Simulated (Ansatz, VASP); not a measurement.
BaAl2Os: VASP beside Ansatz

```
Ba Al Os
1.0
     1.86820    1.07860    6.57405
    -1.86820    1.07860    6.57405
     0.00000   -2.15721    6.57405
Ba Al Os
1 2 1
Cartesian
  0.0000 0.0000 0.0000
  0.0000 0.0000 4.3783
  0.0000 0.0000 15.3438
  0.0000 0.0000 9.8611
```

Alike in both runs: task single point; functional PBE; k mesh 6 × 6 × 6; occupations gaussian, width 0.1 eV; no spin polarisation.

```csv
,VASP,Ansatz
version,VASP 6.6.1,Ansatz 0.2.0
potentials or method,"VASP PAW PBE potentials, release 64 (Ba_sv, Al, Os), cutoff 520 eV","scalar-relativistic, plane waves, PAW"
valence electrons in the cell,24,32
```

VASP gave:

| Item | Value |
| --- | --- |
| gap on the k mesh at the Fermi level (eV) | none |
| pressure (GPa) | 18.4 |
| traceless stress, the component that is largest in VASP (GPa) | -4.70 |
| rms of the force components (eV/Å) | 0.477 |

**Question.** Estimate Ansatz's values.

**Answer.** gap on the k mesh at the Fermi level (eV): none; pressure (GPa): 17.5; traceless stress, the component that is largest in VASP (GPa): -4.63; rms of the force components (eV/Å): 0.467.

Atom by atom the forces differ by 0.010 eV/Å (rms over components). A gap of «none» marks a metal or a gap that the smearing closes. VASP's potentials hold 24 valence electrons a cell and Ansatz's 32, so a difference there can come from the potentials and not from the codes.

Neither program's run includes spin-orbit coupling.
